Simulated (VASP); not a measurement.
Write the native input for VASP 6.6.1 that does the following.

| Item | Value |
| --- | --- |
| Task | single point |
| Functional | LDA |
| Potentials or basis | VASP PAW LDA potentials, release 64 (Sc_sv) |
| Cutoff | 520 eV |
| k mesh | 20 × 20 × 20 |
| Occupations | fermi-dirac, width 0.1 eV |
| Spin | no spin polarisation |
| Dipole correction | no |
| Further INCAR settings | ALGO = Normal; EDIFF = 1e-06; NBANDS = 12 |

The structure of Sc lies in POSCAR:

```
Sc
1.0
    0.0000000000      2.2401893390      2.2401893390
    2.2401893390      0.0000000000      2.2401893390
    2.2401893390      2.2401893390      0.0000000000
Sc
1
Direct
    0.0000000000      0.0000000000      0.0000000000
```

This isn't the form of Sc at room conditions, which is hcp.

The input as run:

INCAR

```
SYSTEM = Sc
PREC = Accurate ; ENCUT = 520
EDIFF = 1E-6 ; ISMEAR = -1
SIGMA = 0.1 ; LREAL = .False.
LASPH = .True. ; NELM = 80
ALGO = Normal ; ISIF = 2
LWAVE = .False. ; LCHARG = .False.
GGA = CA ; NBANDS = 12
```

KPOINTS

```
regular mesh
0
Gamma
  20 20 20
  0 0 0
```

Potentials or basis: VASP PAW LDA potentials, release 64 (Sc_sv).

Launch:

```sh
$ cat potpaw_LDA.64/Sc_sv/POTCAR > POTCAR
$ mpirun -np 1 vasp_std > vasp.out
```

It gave:

The pressure is 0.0 GPa and the band gap on the k mesh is zero (an odd number of electrons rules out a gap without spin polarisation).

It took 56 s on 1 thread of Intel Xeon 8259CL, on a shared host, peak memory 0.18 GiB.
